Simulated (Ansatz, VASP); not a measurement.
**One calculation of Rh, two programs**

File INCAR:

```
SYSTEM = Rh
ALGO = Fast
EDIFF = 1E-6
ENCUT = 520
GGA = PE
ISIF = 2
ISMEAR = 0
LASPH = .True.
LCHARG = .True.
LELF = .True.
LREAL = .False.
LVHAR = .True.
LWAVE = .False.
NBANDS = 22
NELM = 80
PREC = Accurate
SIGMA = 0.1
```

KPOINTS

```
k-points
0
Gamma
  18 18 10
  0 0 0
```

POSCAR

```
Rh
1.0
    2.7554213046      0.0000000000      0.0000000000
   -1.3777106523      2.3862648480      0.0000000000
    0.0000000000      0.0000000000      4.7338333166
Rh
2
Direct
    0.6666666700      0.3333333300      0.7500000000
    0.3333333300      0.6666666700      0.2500000000
```

Input for Ansatz:

```yaml
crystal:
  lattice:
    - [2.7554213046, 0.0, 0.0]
    - [-1.3777106523, 2.386264848, 0.0]
    - [0.0, 0.0, 4.7338333166]
  atoms:
    - { symbol: Rh, position: [0.66666667, 0.33333333, 0.75] }
    - { symbol: Rh, position: [0.33333333, 0.66666667, 0.25] }
basis:
  ecutwfc: 420
kpoints:
  mp_grid: { grid: [18, 18, 10] }
hamiltonian:
  xc: pbe
scf:
  occupations: { method: gaussian, width: 0.1 }
output:
  forces: true
  stress: true
  eigenvalues: true
  populations: true
```

Alike in both runs: task single point; functional PBE; k mesh 18 × 18 × 10; occupations gaussian, width 0.1 eV; no spin polarisation.

|  | VASP | Ansatz |
| --- | --- | --- |
| version | VASP 6.6.1 | Ansatz 0.2.0 |
| potentials or method | VASP PAW PBE potentials, release 64 (Rh_pv), cutoff 520 eV | scalar-relativistic, plane waves, PAW |
| valence electrons in the cell | 30 | 34 |

VASP gave:

```
gap on the k mesh at the Fermi level (eV)                     : none
pressure (GPa)                                                : -18.7
traceless stress, the component that is largest in VASP (GPa) : -6.88
```

What did Ansatz give for the same quantities?

gap on the k mesh at the Fermi level (eV): none; pressure (GPa): -18.8; traceless stress, the component that is largest in VASP (GPa): -6.85.

A gap of «none» marks a metal or a gap that the smearing closes. VASP's potentials hold 30 valence electrons a cell and Ansatz's 34, so a difference there can come from the potentials and not from the codes.
